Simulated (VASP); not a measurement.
# ZnS (Wurtzite-2H) (P6_3mc) in VASP: notebook, part 3 of 3

VASP 6.6.1. Earlier steps stand in the parts before.

## (6) Relaxation of shape and atoms at fixed volume, PBE (volume scaled by 0.91)

Contents of INCAR:

```
SYSTEM = ZnS
PREC = Accurate ; ENCUT = 600
EDIFF = 1E-6 ; ISMEAR = 0
SIGMA = 0.02 ; LREAL = .FALSE.
LASPH = .TRUE. ; NELM = 80
ALGO = Normal ; ISIF = 4
LWAVE = .FALSE. ; LCHARG = .FALSE.
GGA = PE ; IBRION = 2
NSW = 50 ; EDIFFG = -0.01
```

Contents of KPOINTS:

```
regular mesh
0
G
  9 9 6
  0 0 0
```

Contents of POSCAR:

```
ZnS
1.0
    3.7236279249      0.0000000000      0.0000000000
   -1.8618139624      3.2247563772      0.0000000000
    0.0000000000      0.0000000000      6.1195823315
Zn S
2 2
Direct
    0.3333333333      0.6666666667      0.0055740146
    0.6666666667      0.3333333333      0.5055740146
    0.3333333333      0.6666666667      0.3794259854
    0.6666666667      0.3333333333      0.8794259854
```

Potentials or basis: VASP PAW PBE potentials, release 64 (Zn, S).

Command:

```
cat potpaw_PBE.64/Zn/POTCAR potpaw_PBE.64/S/POTCAR > POTCAR
mpirun -np 1 vasp_std > vasp.out
```

OUTCAR:

```text
SYSTEM = ZnS
   PREC = Accurate
   ENCUT = 600
   EDIFF = 1E-6
   ISMEAR = 0
   LREAL = .FALSE.
   LASPH = .TRUE.
   NELM = 80
   ISIF = 4
   GGA = PE
   IBRION = 2
   NSW = 50
   EDIFFG = -0.01

 ion  position               nearest neighbor table
   1  0.333  0.667  0.006-   4 2.28   4 2.28   4 2.28   3 2.29
   2  0.667  0.333  0.506-   3 2.28   3 2.28   3 2.28   4 2.29
   3  0.333  0.667  0.379-   2 2.28   2 2.28   2 2.28   1 2.29
   4  0.667  0.333  0.879-   1 2.28   1 2.28   1 2.28   2 2.29
[... 847 lines left out ...]

 [... further k-points ...]
[... 5 lines left out ...]
  --------------------------------------------------------------------------------------
  -------------------------------------------------------------------------------------
  Total        3.7533465      3.7533465      3.8040852      0.0000000      0.0000000      0.0000000
  in kB       81.8359761     81.8359761     82.9422576      0.0000000      0.0000000      0.0000000
  external PRESSURE =      82.2047366 kB  Pullay stress =       0.0000000 kB

 VOLUME and BASIS-vectors are now :
 -----------------------------------------------------------------------------
  energy-cutoff  :      600.00
  volume of cell :       73.48
      direct lattice vectors                 reciprocal lattice vectors
     3.723547964  0.000000000  0.000000000     0.268561063  0.155053802  0.000000000
    -1.861773982  3.224687129  0.000000000    -0.000000000  0.310107604  0.000000000
     0.000000000  0.000000000  6.119845164     0.000000000 -0.000000000  0.163402827

 POSITION                                       TOTAL-FORCE (eV/Angst)
 -----------------------------------------------------------------------------------
     -0.00000      2.14979      0.03480        -0.000000      0.000000      0.004647
      1.86177      1.07490      3.09472         0.000000     -0.000000      0.004647
     -0.00000      2.14979      2.32134         0.000000      0.000000     -0.004647
      1.86177      1.07490      5.38126         0.000000     -0.000000     -0.004647
 -----------------------------------------------------------------------------------
    total drift:                               -0.000001     -0.000001      0.000524

  FREE ENERGIE OF THE ION-ELECTRON SYSTEM (eV)
  ---------------------------------------------------
  free  energy   TOTEN  =       -13.5178857140 eV

  energy  without entropy=      -13.5178857139  energy(sigma->0) =      -13.51788571

 reached required accuracy - stopping structural energy minimisation
```

OSZICAR:

```text
N       E                     dE             d eps       ncg     rms          rms(c)
DAV:   1     0.255005398013E+03    0.25501E+03   -0.19301E+04  2112   0.223E+03
DAV:   2     0.112265220054E+02   -0.24378E+03   -0.23836E+03  2154   0.416E+02
DAV:   3    -0.137631437212E+02   -0.24990E+02   -0.24873E+02  2538   0.130E+02
DAV:   4    -0.143779463741E+02   -0.61480E+00   -0.61410E+00  2514   0.208E+01
DAV:   5    -0.143885442764E+02   -0.10598E-01   -0.10595E-01  2544   0.271E+00    0.112E+01
DAV:   6    -0.135056067672E+02    0.88294E+00   -0.20854E+00  3214   0.459E+01    0.858E+00
DAV:   7    -0.135420443275E+02   -0.36438E-01   -0.22617E+00  2226   0.881E+00    0.358E+00
DAV:   8    -0.135176129812E+02    0.24431E-01   -0.11033E-01  2862   0.446E+00    0.129E+00
DAV:   9    -0.135175612354E+02    0.51746E-04   -0.31212E-02  2962   0.259E+00    0.332E-01
DAV:  10    -0.135176421660E+02   -0.80931E-04   -0.12108E-03  2434   0.529E-01    0.206E-01
DAV:  11    -0.135178596788E+02   -0.21751E-03   -0.36755E-04  2424   0.139E-01    0.969E-02
DAV:  12    -0.135178537237E+02    0.59551E-05   -0.47861E-05  3268   0.134E-01    0.180E-02
DAV:  13    -0.135178572801E+02   -0.35564E-05   -0.10088E-05  2406   0.219E-02    0.904E-03
DAV:  14    -0.135178580332E+02   -0.75307E-06   -0.94526E-07  1836   0.759E-03
   1 F= -.13517858E+02 E0= -.13517858E+02  d E =-.135179E+02
       N       E                     dE             d eps       ncg     rms          rms(c)
DAV:   1    -0.135178752384E+02   -0.17958E-04   -0.58382E-03  2202   0.539E-01    0.282E-02
DAV:   2    -0.135178860738E+02   -0.10835E-04   -0.12195E-04  2590   0.794E-02    0.996E-03
DAV:   3    -0.135178857140E+02    0.35983E-06   -0.15018E-06  1792   0.101E-02
   2 F= -.13517886E+02 E0= -.13517886E+02  d E =-.276808E-04
```

It took 98 s on 1 thread of Intel Xeon Platinum 8488C (Sapphire Rapids), shared host; peak memory 0.25 GiB.

What came out:

```yaml
Free_energy: -13.5179 eV
Energy_gained_by_relaxing: 0.0 meV/atom
Ionic_steps: 2
Pressure_after_relaxing: 8.2 GPa
Largest_force_after_relaxing: 0.005 eV/Å
Band_gap_on_the_k_mesh: 2.51 eV, direct
```

Forces on the atoms (eV/Å):
```
Zn   0.000  0.000  0.005
Zn   0.000  0.000  0.005
S    0.000  0.000 -0.005
S    0.000  0.000 -0.005
```

Final structure:
```cif
data_structure
_symmetry_space_group_name_H-M 'P 1'
_symmetry_Int_Tables_number 1
_cell_length_a 3.7235
_cell_length_b 3.7235
_cell_length_c 6.1198
_cell_angle_alpha 90.000
_cell_angle_beta 90.000
_cell_angle_gamma 120.000
_cell_volume 73.48
loop_
_atom_site_label
_atom_site_type_symbol
_atom_site_fract_x
_atom_site_fract_y
_atom_site_fract_z
_atom_site_occupancy
Zn1 Zn 0.33333 0.66667 0.00569 1
Zn2 Zn 0.66667 0.33333 0.50569 1
S1 S 0.33333 0.66667 0.37931 1
S2 S 0.66667 0.33333 0.87931 1
```

Levels at points of the mesh, in eV from the valence-band top:
```tsv
k point	band 16	band 17	band 18	band 19	band 20	band 21
(0.00, 0.00, 0.00)	-0.10	0.00	0.00	2.51	3.23	6.26
(0.00, 0.00, 0.50)	-0.52	-0.52	-0.52	3.76	3.76	6.73
```

## (7) Overview

```tsv
task	cell	gap on the mesh (eV)	pressure (GPa)	largest force (eV/Å)
relaxation of shape and atoms at fixed volume	relaxed from a = 3.807, b = 3.807, c = 6.242 Å, angles 90.0, 90.0, 120.0°, 4 atoms	2.22	2.4	0.01
relaxation of cell and atoms	relaxed from a = 3.811, b = 3.811, c = 6.234 Å, angles 90.0, 90.0, 120.0°, 4 atoms	2.07	0.0	-
relaxation of shape and atoms at fixed volume	relaxed from a = 3.884, b = 3.884, c = 6.368 Å, angles 90.0, 90.0, 120.0°, 4 atoms	1.95	-1.8	-
relaxation of shape and atoms at fixed volume	relaxed from a = 3.681, b = 3.681, c = 6.057 Å, angles 90.0, 90.0, 120.0°, 4 atoms	2.66	11.9	0.01
relaxation of shape and atoms at fixed volume	relaxed from a = 3.724, b = 3.724, c = 6.120 Å, angles 90.0, 90.0, 120.0°, 4 atoms	2.51	8.2	-
```

Alike in all rows: level PBE; potentials or basis VASP PAW PBE potentials, release 64 (Zn, S); no spin polarisation; k mesh 9 × 9 × 6; cutoff (eV) 600; smearing gaussian 0.02 eV.

Caveats: the relaxation stopped at its first step, so nothing moved (some runs).

Absolute energies hang on the potentials; compare differences alone.
